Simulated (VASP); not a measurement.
## Ir: single point with LDA

The system is Ir.

```
Ir
1.0
     2.57900    0.00000    0.00000
    -1.28950    2.23348    0.00000
     0.00000    0.00000    4.53250
Ir
2
Direct
  0.66667 0.33333 0.75000
  0.33333 0.66667 0.25000
```

This isn't the form of Ir at room conditions, which is fcc.

```yaml
Program: VASP 6.6.1
Task: single point
Functional: LDA
Potentials_or_basis: VASP PAW LDA potentials, release 64 (Ir_sv_GW)
Cutoff: 560 eV
k_mesh: 18 × 18 × 10
Occupations: gaussian, width 0.15 eV
Spin: no spin polarisation
Dipole_correction: no
Further_INCAR_settings: ALGO = Normal; EDIFF = 1e-06; NBANDS = 24
```

```
Pressure               : 32.6 GPa
Band gap on the k mesh : zero (bands 17 and 18 overlap by 4.25 eV)
```

Stress tensor (GPa, compression positive):
```
47.14  0.00  0.00
 0.00 47.14  0.00
 0.00  0.00  3.45
```

Levels at points of the mesh, in eV from the Fermi level:
```tsv
k point	band 14	band 15	band 16	band 17	band 18	band 19	band 20	band 21
(0.00, 0.00, 0.00)	-3.69	-3.69	-1.81	-1.81	-1.64	0.53	0.53	6.85
(0.50, 0.00, 0.00)	-3.68	-3.32	0.89	1.61	1.91	3.61	5.26	9.07
(0.00, 0.00, 0.50)	-4.21	-4.21	-4.21	-0.30	-0.30	-0.30	-0.30	12.92
(0.50, 0.00, 0.50)	-1.94	-0.95	-0.95	1.78	1.78	2.30	2.30	9.01
```

It took 120 s on 1 thread of Intel(R) Xeon(R) Platinum 8259CL CPU @ 2.50GHz (Skylake/Cascade Lake) (shared host), peak memory 0.24 GiB.

Caveat: the stress differs along the axes, from 3 to 47 GPa; spin-orbit coupling is left out, which moves the levels of the heavy elements.
